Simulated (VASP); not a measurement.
Here is a VASP 6.6.1 calculation.

INCAR

```
PREC     = Accurate       # precision mode
ENCUT    = 520            # plane-wave cutoff, eV
EDIFF    = 1E-6           # SCF threshold, eV
ISMEAR   = -1             # smearing method
SIGMA    = 0.05           # smearing width, eV
LREAL    = F              # projectors in reciprocal space
LASPH    = T              # aspherical terms in the spheres
NELM     = 80             # most SCF steps
ALGO     = Normal         # electronic algorithm
ISIF     = 2              # what is computed and relaxed
LWAVE    = F              # write WAVECAR
LCHARG   = F              # write CHGCAR
GGA      = PE             # functional
NBANDS   = 8              # bands
```

KPOINTS

```
Automatic mesh
0
Gamma
  15 15 14
```

The input POSCAR:

```
As
1.0
    2.3930624832      0.0000000000      0.0000000000
   -1.1965312416      2.0724529033      0.0000000000
    0.0000000000      0.0000000000      2.2243687414
As
1
Direct
    0.0000000000      0.0000000000      0.0000000000
```

Potentials or basis: VASP PAW PBE potentials, release 64 (As).

The run is started by

```bash
$ cat potpaw_PBE.64/As/POTCAR > POTCAR
$ mpirun -np 1 vasp_std > vasp.out
```

Question: Predict the pressure.

Answer: 172.6 GPa.

Stress tensor (GPa, compression positive):
```
172.49   0.00   0.00
  0.00 172.49   0.00
  0.00   0.00 172.95
```
